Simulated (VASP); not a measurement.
InP:

```
CELL_PARAMETERS angstrom
6.83941 0.00000 0.00000
0.00000 6.83941 0.00000
0.00000 0.00000 4.10486
ATOMIC_POSITIONS crystal
In 0.68050 0.68050 0.00000
In 0.18050 0.81950 0.50000
In 0.81950 0.18050 0.50000
In 0.31950 0.31950 0.00000
P 0.81950 0.81950 0.50000
P 0.18050 0.18050 0.50000
P 0.68050 0.31950 0.00000
P 0.31950 0.68050 0.00000
```

* Program: VASP 6.6.1
* Task: relaxation of cell and atoms
* Functional: PBE
* Potentials or basis: VASP PAW PBE potentials, release 64 (In_d, P)
* Cutoff: 600 eV
* k mesh: 4 × 4 × 4
* Occupations: gaussian, width 0.1 eV
* Spin: no spin polarisation

At the start: pressure 11.6 GPa; volume 24.00 Å³/atom.

Problem. Where does the relaxation end?

Solution. Over 7 steps the energy falls by 125.3 meV/atom and the volume is 27.86 Å³/atom (+16.1 %); space group P4_2/mnm (No. 136, to 0.05 Å).

The path:
| step | energy change (eV) | largest force (eV/Å) | pressure (GPa) | volume (Å³) |
| --- | --- | --- | --- | --- |
| 1 | 0.0000 | 0.5828 | 11.60 | 192.02 |
| 2 | -0.6301 | 0.4519 | -4.10 | 244.44 |
| 3 | -0.9746 | 0.2821 | 0.11 | 221.85 |
| 4 | -0.9894 | 0.1182 | -0.06 | 222.79 |
| 5 | -0.9914 | 0.0485 | -0.15 | 223.30 |
| 6 | -1.0007 | 0.0300 | -0.01 | 223.02 |
| 7 | -1.0021 | 0.0194 | 0.05 | 222.87 |

Final structure:
```
CELL_PARAMETERS angstrom
7.26114 0.00000 0.00000
0.00000 7.26114 0.00000
0.00000 0.00000 4.22702
ATOMIC_POSITIONS crystal
In 0.67845 0.67845 0.00000
In 0.17845 0.82155 0.50000
In 0.82155 0.17845 0.50000
In 0.32155 0.32155 0.00000
P 0.81949 0.81949 0.50000
P 0.18051 0.18051 0.50000
P 0.68051 0.31949 0.00000
P 0.31949 0.68051 0.00000
```

Caveat: the volume moved by over 15 % at a fixed basis, so the end points are rough.
